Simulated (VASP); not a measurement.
Wanted: the native input for a VASP 6.6.1 run.

- Task: single point
- Functional: PBE
- Dispersion: D3(BJ)
- Potentials or basis: VASP PAW PBE potentials, release 64 (Al)
- Cutoff: 520 eV
- k mesh: 18 × 18 × 6
- Occupations: gaussian, width 0.15 eV
- Spin: no spin polarisation
- Dipole correction: no
- Further INCAR settings: ALGO = Normal; EDIFF = 1e-06; NBANDS = 14

The structure of Al lies in POSCAR:

```
Al
1.0
    2.8128196277      0.0000000000      0.0000000000
   -1.4064098138      2.4359732538      0.0000000000
    0.0000000000      0.0000000000      9.8471189526
Al
4
Direct
    0.0000000000      0.0000000000      0.0000000000
    0.3333333333      0.6666666667      0.2500000000
    0.0000000000      0.0000000000      0.5000000000
    0.6666666667      0.3333333333      0.7500000000
```

This isn't the form of Al at room conditions, which is fcc.

These files were run (other wordings do the same):

INCAR

```
PREC = Accurate
ENCUT = 520
EDIFF = 1E-6
ISMEAR = 0
SIGMA = 0.15
LREAL = False
LASPH = True
NELM = 60
ALGO = Normal
ISIF = 2
LWAVE = False
LCHARG = False
GGA = PE
IVDW = 12
NBANDS = 14
```

KPOINTS

```
Automatic mesh
0
Gamma
  18 18 6
```

Potentials or basis: VASP PAW PBE potentials, release 64 (Al).

Run with:

```console
$ cat potpaw_PBE.64/Al/POTCAR > POTCAR
$ mpirun -np 1 vasp_std > vasp.out
```

It gave:

| Property | Result |
| --- | --- |
| Pressure | -4.2 GPa |
| Band gap on the k mesh | zero (bands 6 and 7 overlap by 4.43 eV) |
| Dispersion energy per atom | -0.329 eV |

Caveat: the cell stands under tension.

Run time: 56 s on 1 thread of Intel(R) Xeon(R) 6975P-C (Granite Rapids), on a shared host, peak memory 0.26 GiB.
